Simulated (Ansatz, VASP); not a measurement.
# YHSe: VASP beside Ansatz

The input INCAR:

```
  ALGO = Normal
  EDIFF = 1E-7
  ENCUT = 520
  ISIF = 2
  ISMEAR = 0
  LASPH = T
  LCHARG = F
  LREAL = F
  LWAVE = F
  NBANDS = 16
  NELM = 80
  PREC = Accurate
  SIGMA = 0.05
```

KPOINTS

```
k-points
0
Gamma
  9 9 8
```

POSCAR

```
YHSe
1.0
    3.5336568289      0.0000000000      0.0000000000
   -1.7668284145      3.0602365821      0.0000000000
    0.0000000000      0.0000000000      3.9155495600
Y H Se
1 1 1
Direct
    0.0000000000      0.0000000000      0.0000000000
    0.3333333333      0.6666666667      0.0000000000
    0.6666666667      0.3333333333      0.5000000000
```

Input for Ansatz:

```yaml
crystal:
  lattice:
    - [3.5336568289, 0.0, 0.0]
    - [-1.7668284145, 3.0602365821, 0.0]
    - [0.0, 0.0, 3.91554956]
  atoms:
    - { symbol: "Y", position: [0.0, 0.0, 0.0] }
    - { symbol: H, position: [0.3333333333, 0.6666666667, 0.0] }
    - { symbol: Se, position: [0.6666666667, 0.3333333333, 0.5] }
basis:
  ecutwfc: 420
kpoints:
  mp_grid: { grid: [9, 9, 8] }
hamiltonian:
  xc: lda
scf:
  occupations: { method: gaussian, width: 0.05 }
output:
  forces: true
  stress: true
  eigenvalues: true
```

Change from the starting cell: strain -0.080 along x and y, +0.000 along z, atoms carried along.

Alike in both runs: task single point; functional LDA; k mesh 9 × 9 × 8; occupations gaussian, width 0.05 eV; no spin polarisation.

|  | VASP | Ansatz |
| --- | --- | --- |
| version | VASP 6.6.1 | Ansatz 0.2.0 |
| potentials or method | VASP PAW LDA potentials, release 64 (Y_sv, H, Se), cutoff 520 eV | scalar-relativistic, plane waves, PAW |
| valence electrons in the cell | 18 | 28 |

Ansatz gave:

| Quantity | Value |
| --- | --- |
| gap on the k mesh at the Fermi level (eV) | 1.87 |
| least direct gap on the mesh (eV) | 2.09 |
| pressure (GPa) | 12.1 |
| traceless stress, the component that is largest in VASP (GPa) | -11.60 |

**Question.** Which values does VASP return?

**Answer.** gap on the k mesh at the Fermi level (eV): 1.85; least direct gap on the mesh (eV): 2.07; pressure (GPa): 12.2; traceless stress, the component that is largest in VASP (GPa): -11.56.

LDA's correlation is that of Perdew and Zunger in VASP and of Perdew and Wang (1992) in Ansatz. VASP's potentials hold 18 valence electrons a cell and Ansatz's 28, so a difference there can come from the potentials and not from the codes.
